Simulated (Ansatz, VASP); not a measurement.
**One calculation of Re2SbRh2, two programs**

```
Re Sb Rh
1.0
    -1.78572    1.78572    6.79573
     1.78572   -1.78572    6.79573
     1.78572    1.78572   -6.79573
Re Sb Rh
2 1 2
Cartesian
  1.7857 0.0000 3.3979
  0.0000 1.7857 3.3979
  0.0000 0.0000 0.0000
  0.0000 0.0000 8.1818
  0.0000 0.0000 5.4097
```

Alike in both runs: functional PBE; k mesh 6 × 6 × 6; occupations gaussian, width 0.1 eV; no spin polarisation.

Ansatz relaxed the structure, and its values are those at the end. VASP's run is a single point on that final structure, the one shown.

|  | VASP | Ansatz |
| --- | --- | --- |
| version | VASP 6.6.1 | Ansatz 0.2.0 |
| potentials or method | VASP PAW PBE potentials, release 64 (Re, Sb, Rh_pv), cutoff 520 eV | scalar-relativistic, plane waves, PAW |
| valence electrons in the cell | 49 | 79 |

Ansatz gave:

```
gap on the k mesh at the Fermi level (eV) : none
pressure (GPa)                            : -0.2
rms of the force components (eV/Å)        : 0.005
```

Q: Which values does VASP return?

A: gap on the k mesh at the Fermi level (eV): none; pressure (GPa): -0.6; rms of the force components (eV/Å): 0.010.

A gap of «none» marks a metal or a gap that the smearing closes. VASP's potentials hold 49 valence electrons a cell and Ansatz's 79, so a difference there can come from the potentials and not from the codes.

The k mesh is coarse, so the values compare programs but aren't converged. Neither program's run includes spin-orbit coupling.
